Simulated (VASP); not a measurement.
# FeSi (P1) in VASP: single point with PBEsol

Aim: the single point of FeSi with PBEsol.

All numbers are computed with VASP 6.6.1; they aren't measurements. Logs are shortened: lines on timing, memory, paths and dates and some standing lists are left out, and cuts for length are marked.

### Step 1. The cell of the first run

The typed cell holds 32 atoms: a = 4.403 Å, b = 8.806 Å, c = 8.806 Å, α = 90.00°, β = 90.00°, γ = 90.00°.

### Step 2. Single point, PBEsol

Contents of INCAR:

```
SYSTEM = FeSi
  PREC = Accurate
  ENCUT = 520
  EDIFF = 1E-7
  ISMEAR = -1
  SIGMA = 0.026
  LREAL = Auto
  LASPH = .True.
  NELM = 100
  ALGO = Normal
  ISIF = 2
  LWAVE = .False.
  LCHARG = .True.
  GGA = PS
  LELF = .True.
  LVHAR = .True.
  NBANDS = 118
```

Contents of KPOINTS:

```
regular mesh
0
Gamma
  4 2 2
  0 0 0
```

Contents of POSCAR:

```
FeSi
1.0
    4.4030518947      0.0000000000      0.0000000000
    0.0000000000      8.8061037893      0.0000000000
    0.0000000000      0.0000000000      8.8061037893
Fe Si
16 16
Direct
    0.8618456223      0.3155281912      0.1848489456
    0.6372075704      0.1861078451      0.4351654366
    0.3677930760      0.4292828123      0.3203715363
    0.1571816587      0.0671107239      0.0753058351
    0.8680590398      0.3274281191      0.6856151306
    0.6349832041      0.1831864623      0.9286948230
    0.3608526627      0.4301745801      0.8169416546
    0.1350324762      0.0682506151      0.5705761731
    0.8596719027      0.8176184579      0.1761083036
    0.6463035340      0.6834727530      0.4307152278
    0.3674072072      0.9316804794      0.3250833818
    0.1399715504      0.5670840498      0.0602048321
    0.8653606842      0.8097704922      0.6753120497
    0.6343370614      0.6871557666      0.9325964350
    0.3612482973      0.9308741069      0.8204834025
    0.1413562717      0.5770184092      0.5655875878
    0.1672489940      0.1665937667      0.3305035995
    0.3464017769      0.3205769620      0.0835785062
    0.6518460533      0.0726132709      0.1779346505
    0.8437633916      0.4235147676      0.4209702825
    0.1601825318      0.1741254744      0.8284705898
    0.3271576249      0.3223168915      0.5701292104
    0.6488142925      0.0835746452      0.6614013574
    0.8264647083      0.4295076563      0.9221184754
    0.1568961749      0.6674732822      0.3280031747
    0.3283120514      0.8223022546      0.0791578224
    0.6712078510      0.5769676490      0.1742157527
    0.8415549234      0.9265437014      0.4224710597
    0.1512855210      0.6710037880      0.8264044093
    0.3289681872      0.8273628354      0.5771429819
    0.6371348935      0.5758070903      0.6706000907
    0.8436586915      0.9234112151      0.9251977032
```

Potentials or basis: VASP PAW PBE potentials, release 64 (Fe, Si).

The run is started by

```bash
$ cat potpaw_PBE.64/Fe/POTCAR potpaw_PBE.64/Si/POTCAR > POTCAR
$ mpirun -np 1 vasp_std > vasp.out
```

OUTCAR:

```text
SYSTEM = FeSi
   PREC = Accurate
   ENCUT = 520
   EDIFF = 1E-7
   ISMEAR = -1
   LREAL = Auto
   LASPH = .True.
   NELM = 100
   ISIF = 2
   GGA = PS

 ion  position               nearest neighbor table
   1  0.862  0.316  0.185-  17 2.27  20 2.29  18 2.31  19 2.33  18 2.44  27 2.45  24 2.53   2 2.67
                             3 2.68   3 2.72   4 2.72   6 2.73  12 2.76
   2  0.637  0.186  0.435-  22 2.17  23 2.19  17 2.27  20 2.28  28 2.46  19 2.48  17 2.52   3 2.65
                             1 2.67   8 2.70  11 2.71   8 2.72   5 2.73
   3  0.368  0.429  0.320-  27 2.27  20 2.28  25 2.29  18 2.30  22 2.40  20 2.47  17 2.48   2 2.65
                             1 2.68  16 2.71   1 2.72  10 2.73  12 2.78
   4  0.157  0.067  0.075-  26 2.28  32 2.29  19 2.36  21 2.37  18 2.38  19 2.40  17 2.41  11 2.67
                             6 2.67  15 2.70   9 2.71   1 2.72   6 2.83
   5  0.868  0.327  0.686-  21 2.25  22 2.26  24 2.28  23 2.36  31 2.42  20 2.48  22 2.59   7 2.62
                             7 2.67   6 2.69  16 2.72   2 2.73   8 2.76
   6  0.635  0.183  0.929-  18 2.22  21 2.27  24 2.33  19 2.40  32 2.47  21 2.48  23 2.51   4 2.67
                             7 2.68   5 2.69  15 2.70   1 2.73   4 2.83
   7  0.361  0.430  0.817-  31 2.19  24 2.25  29 2.31  22 2.38  21 2.42  24 2.53  18 2.54   5 2.62
                            12 2.64   5 2.67   6 2.68  16 2.74  14 2.76
   8  0.135  0.068  0.571-  28 2.22  30 2.29  17 2.29  23 2.29  22 2.39  23 2.40  21 2.46  11 2.68
                            15 2.70   2 2.70   2 2.72  13 2.73   5 2.76
   9  0.860  0.818  0.176-  26 2.23  27 2.28  25 2.29  28 2.37  32 2.40  19 2.42  26 2.49  14 2.63
[... 33 lines left out ...]
  26  0.328  0.822  0.079-  14 2.21   9 2.23   4 2.28  11 2.38  12 2.40  15 2.47   9 2.49  32 2.68
                            25 2.69  29 2.71  19 2.76  27 2.77  32 2.79
  27  0.671  0.577  0.174-   3 2.27   9 2.28  12 2.30  14 2.34  10 2.45   1 2.45  12 2.55  25 2.65
                            24 2.66  20 2.67  25 2.76  26 2.77  18 2.79
  28  0.842  0.927  0.422-   8 2.22  11 2.26  10 2.31   9 2.37  13 2.45   2 2.46  11 2.47  19 2.64
                            23 2.66  17 2.68  30 2.69  30 2.78  25 2.80
  29  0.151  0.671  0.826-  13 2.20  12 2.25   7 2.31  14 2.33  16 2.44  14 2.46  15 2.47  31 2.68
                            24 2.70  30 2.71  26 2.71  32 2.74  31 2.78
  30  0.329  0.827  0.577-  13 2.22  10 2.28   8 2.29  15 2.33  16 2.36  11 2.41  13 2.52  28 2.69
                            29 2.71  25 2.71  31 2.73  23 2.76  28 2.78
  31  0.637  0.576  0.671-   7 2.19  13 2.29  10 2.32  16 2.37  16 2.41   5 2.42  14 2.51  29 2.68
                            24 2.69  30 2.73  20 2.73  22 2.76  29 2.78
  32  0.844  0.923  0.925-  14 2.28   4 2.29  15 2.32   9 2.40  13 2.42  15 2.46   6 2.47  26 2.68
                            19 2.72  29 2.74  21 2.75  26 2.79  23 2.85

  LATTYP: Found a simple tetragonal cell.
 ALAT       =     8.8061037893
 C/A-ratio  =     0.5000000000

  Lattice vectors:

 A1 = (   0.0000000000,   8.8061037893,   0.0000000000)
 A2 = (   0.0000000000,   0.0000000000,   8.8061037893)
 A3 = (   4.4030518947,   0.0000000000,   0.0000000000)

Analysis of symmetry for initial positions (statically):
=====================================================================
 Subroutine PRICEL returns:
 Original cell was already a primitive cell.

 Routine SETGRP: Setting up the symmetry group for a
 simple tetragonal supercell.

 Subroutine GETGRP returns: Found  1 space group operations
 (whereof  1 operations were pure point group operations)
 out of a pool of 16 trial point group operations.

The static configuration has the point symmetry C_1 .

Analysis of symmetry for dynamics (positions and initial velocities):
=====================================================================
 Subroutine PRICEL returns:
 Original cell was already a primitive cell.

 Routine SETGRP: Setting up the symmetry group for a
 simple tetragonal supercell.

 Subroutine GETGRP returns: Found  1 space group operations
 (whereof  1 operations were pure point group operations)
 out of a pool of 16 trial point group operations.

The dynamic configuration has the point symmetry C_1 .

 Subroutine INISYM returns: Found  1 space group operations
 (whereof  1 operations are pure point group operations),
 and found     1 'primitive' translations

----------------------------------------------------------------------------------------

                                     Primitive cell

  volume of cell :     341.4455

  direct lattice vectors                    reciprocal lattice vectors
     4.403051895  0.000000000  0.000000000     0.227115197  0.000000000  0.000000000
     0.000000000  8.806103789  0.000000000     0.000000000  0.113557599  0.000000000
     0.000000000  0.000000000  8.806103789     0.000000000  0.000000000  0.113557599

  length of vectors
     4.403051895  8.806103789  8.806103789     0.227115197  0.113557599  0.113557599

  position of ions in fractional coordinates (direct lattice)
     0.861845622  0.315528191  0.184848946
     0.637207570  0.186107845  0.435165437
     0.367793076  0.429282812  0.320371536
     0.157181659  0.067110724  0.075305835
     0.868059040  0.327428119  0.685615131
     0.634983204  0.183186462  0.928694823
[... 24 lines left out ...]
     0.637134893  0.575807090  0.670600091
     0.843658691  0.923411215  0.925197703

  ion indices of the primitive-cell ions
   primitive index   ion index
                 1           1
                 2           2
                 3           3
                 4           4
                 5           5
                 6           6
[... 24 lines left out ...]
                31          31
                32          32

----------------------------------------------------------------------------------------

 KPOINTS: regular mesh

Automatic generation of k-mesh.
 Grid dimensions read from file:
 generate k-points for:    4    2    2

 Generating k-lattice:

  Cartesian coordinates                     Fractional coordinates (reciprocal lattice)
     0.056778799  0.000000000  0.000000000     0.250000000  0.000000000  0.000000000
     0.000000000  0.056778799  0.000000000     0.000000000  0.500000000  0.000000000
     0.000000000  0.000000000  0.056778799     0.000000000  0.000000000  0.500000000

  Length of vectors
     0.056778799  0.056778799  0.056778799

  Shift w.r.t. Gamma in fractional coordinates (k-lattice)
     0.000000000  0.000000000  0.000000000

 Subroutine IBZKPT returns following result:
 ===========================================

 Found     12 irreducible k-points:

 Following reciprocal coordinates:
            Coordinates               Weight
  0.000000  0.000000  0.000000      1.000000
  0.250000  0.000000  0.000000      2.000000
  0.500000  0.000000  0.000000      1.000000
  0.000000  0.500000  0.000000      1.000000
  0.000000  0.000000  0.500000      1.000000
  0.250000  0.500000  0.000000      2.000000
  0.250000  0.000000  0.500000      2.000000
  0.500000  0.500000  0.000000      1.000000
  0.500000  0.000000  0.500000      1.000000
  0.000000  0.500000  0.500000      1.000000
  0.250000  0.500000  0.500000      2.000000
  0.500000  0.500000  0.500000      1.000000
   k-points           NKPTS =     12   k-points in BZ     NKDIM =     12   number of bands    NBANDS=    118
   number of dos      NEDOS =    301   number of ions     NIONS =     32
   total plane-waves  NPLWV = 176400
   dimension x,y,z NGX =    36 NGY =   70 NGZ =   70
   dimension x,y,z NGXF=    72 NGYF=  140 NGZF=  140
   ions per type =              16  16
   NGX,Y,Z   is equivalent  to a cutoff of  13.59, 13.21, 13.21 a.u.
   NGXF,Y,Z  is equivalent  to a cutoff of  27.19, 26.43, 26.43 a.u.
 SYSTEM =  FeSi
   PREC   = accura    normal or accurate (medium, high low for compatibility)
   ISTART =      0    job   : 0-new  1-cont  2-samecut
   ICHARG =      2    charge: 1-file 2-atom 10-const
   ISPIN  =      1    spin polarized calculation?
   LNONCOLLINEAR =      F non collinear calculations
   LSORBIT =      F    spin-orbit coupling
   LASPH  =      T    aspherical Exc in radial PAW
   ENCUT  =  520.0 eV  38.22 Ry    6.18 a.u.   8.19 16.37 16.37*2*pi/ulx,y,z
   NELM   =    100;   NELMIN=  2; NELMDL= -5     # of ELM steps
   EDIFF  = 0.1E-06   stopping-criterion for ELM
   LREAL  =      T    real-space projection
   EDIFFG = 0.1E-05   stopping-criterion for IOM
   NSW    =      0    number of steps for IOM
   IBRION =     -1    ionic relax: 0-MD 1-quasi-New 2-CG
   NFREE  =      0    steps in history (QN), initial steepest desc. (CG)
   ISIF   =      2    stress and relaxation
   ISYM   =      2    0-nonsym 1-usesym 2-fastsym
   POTIM  = 0.5000    time-step for ionic-motion
   TEBEG  =    0.0;   TEEND  =   0.0 temperature during run
   PSTRESS=    0.0 pullay stress
   NELECT =     192.0000    total number of electrons
   NUPDOWN=      -1.0000    fix difference up-down
   EMIN   =  10.00;   EMAX   =-10.00  energy-range for DOS
   EFERMI =   0.00;   METHOD = LEGACY
   ISMEAR =    -1;   SIGMA  =   0.03  broadening in eV -4-tet -1-fermi 0-gaus
   EFERMI_NEDOS =   21; number of points for ismear=-14 and -15
   IALGO  =     38    algorithm
   IMIX   =      4    mixing-type and parameters
     AMIX     =   0.40;   BMIX     =  1.00
     AMIX_MAG =   1.60;   BMIX_MAG =  1.00
  volume/ion in A,a.u.               =      10.67        72.01
  Fermi-wavevector in a.u.,A,eV,Ry     =   1.351247  2.553487 24.842452  1.825869
  Thomas-Fermi vector in A             =   2.478685
   LORBIT       =      0    0 simple, 1 ext, 2 COOP (PROOUT), +10 PAW based schemes
   GGA     = PS    functional components
   LHFCALC =     F    Hartree Fock is set to
   AEXX    =    0.0000 exact exchange contribution
   IVDW    =     0    specifies the selected vdW correction
   LEPSILON=     F    determine dielectric tensor
   LRPA    =     F    only Hartree local field effects (RPA)
 non-spin polarized calculation
  energy-cutoff  :      520.00
  volume of cell :      341.45
 maximum number of plane-waves:      9256
 NGX is ok and might be reduce to    36
   NGX = 17   NGY = 33   NGZ = 33

 number of electron     191.9999997 magnetization

 Free energy of the ion-electron system (eV)
  ---------------------------------------------------
  ext. energy  EPLUGINS =         0.00000000
  ---------------------------------------------------
  free energy    TOTEN  =      -254.32637801 eV

  energy without entropy =     -254.28654516  energy(sigma->0) =     -254.30646158

 E-fermi :  10.0991     XC(G=0): -13.0492

 val. band max:       10.0736317221   @ k =   0.0000   0.0000   0.0000
 cond. band min:      10.1361410870   @ k =   0.0000   0.5000   0.5000
 fundamental gap:      0.0625093648
 Fermi energy:        10.0990976229

 k-point     1 :       0.0000    0.0000    0.0000
  band No.  band energies     occupation
      1      -3.4972      2.00000
      2      -1.8127      2.00000
      3      -1.6833      2.00000
      4      -1.6193      2.00000
      5      -1.5941      2.00000
      6      -0.4811      2.00000
[... 1321 lines left out ...]
    107      11.4745      0.00000
    108      11.5056      0.00000
 [bands above 108 left out]

------------------------ aborting loop because EDIFF is reached ----------------------------------------

  FORCE on cell =-STRESS in cart. coord.  units (eV):
  Direction    XX          YY          ZZ          XY          YZ          ZX
  --------------------------------------------------------------------------------------
  -------------------------------------------------------------------------------------
  Total        3.9658472      2.7035300      3.1637948     -0.3033786     -0.7460786     -0.4376543
  in kB       18.6090911     12.6858733     14.8455910     -1.4235547     -3.5008520     -2.0536215
  external PRESSURE =      15.3801851 kB  Pullay stress =       0.0000000 kB

 VOLUME and BASIS-vectors are now :
 -----------------------------------------------------------------------------
  energy-cutoff  :      520.00
  volume of cell :      341.45
      direct lattice vectors                 reciprocal lattice vectors
     4.403051895  0.000000000  0.000000000     0.227115197  0.000000000  0.000000000
     0.000000000  8.806103789  0.000000000     0.000000000  0.113557599  0.000000000
     0.000000000  0.000000000  8.806103789     0.000000000  0.000000000  0.113557599

 POSITION                                       TOTAL-FORCE (eV/Angst)
 -----------------------------------------------------------------------------------
      3.79475      2.77857      1.62780         0.162646     -0.088336     -0.235679
      2.80566      1.63888      3.83211         0.538215     -0.466964     -0.958356
      1.61941      3.78031      2.82122        -0.295088      0.277035     -0.341044
      0.69208      0.59098      0.66315        -1.223088      0.102337     -0.574296
      3.82211      2.88337      6.03760        -0.646081     -0.901179     -0.511938
      2.79586      1.61316      8.17818         0.656078     -0.312043      0.259464
[... 24 lines left out ...]
      2.80534      5.07062      5.90537         1.076739      0.559317     -0.562118
      3.71467      8.13166      8.14739        -0.127801      0.117614     -0.763429
 -----------------------------------------------------------------------------------
    total drift:                                0.000894     -0.003337      0.000686

  FREE ENERGIE OF THE ION-ELECTRON SYSTEM (eV)
  ---------------------------------------------------
  free  energy   TOTEN  =      -254.3263780051 eV

  energy  without entropy=     -254.2865451602  energy(sigma->0) =     -254.30646158
```

Wall time 31 min (1 thread of Intel Xeon Platinum 8375C at 2.90GHz (Ice Lake), shared host); peak memory 0.6 GiB.

What came out:

```
Free energy            : -254.3264 eV
Pressure               : 1.5 GPa
Largest force          : 1.878 eV/Å
Band gap on the k mesh : 0.06 eV
```

Forces on the atoms (eV/Å):
```
Fe   0.163 -0.088 -0.236
Fe   0.538 -0.467 -0.958
Fe  -0.295  0.277 -0.341
Fe  -1.223  0.102 -0.574
Fe  -0.646 -0.901 -0.512
Fe   0.656 -0.312  0.259
Fe  -0.374  0.103 -0.102
Fe  -0.044  0.270  0.132
Fe   0.019  0.069  1.141
Fe  -0.487 -0.119 -0.131
Fe  -0.539 -0.771 -0.417
Fe   0.061 -0.170  1.281
Fe  -1.066  1.236  0.929
Fe   0.058 -0.831 -0.284
Fe   0.263  0.301 -0.488
Fe  -0.432 -1.377  0.370
Si  -0.509  0.469 -0.231
Si  -0.400  0.788 -0.091
Si   1.074  0.821 -1.148
Si   0.081 -0.032  0.209
Si  -0.203 -0.421  0.395
Si   0.001  1.401  1.117
Si   0.290 -0.490  1.589
Si   0.321 -0.835 -0.020
Si   0.357  0.426 -0.319
Si   0.556  0.550  0.246
Si  -0.418  0.059 -0.418
Si   0.007 -0.811 -0.384
Si   0.437 -0.109  0.109
Si   0.806  0.184  0.202
Si   1.077  0.559 -0.562
Si  -0.128  0.118 -0.763
```

Stress tensor (GPa, compression positive):
```
 1.86 -0.14 -0.21
-0.14  1.27 -0.35
-0.21 -0.35  1.48
```

Caveat: the atoms stand as in a frame of molecular dynamics; the PAW data sets were made with another functional, which shifts forces and pressure a little. A k mesh can miss the band edges.
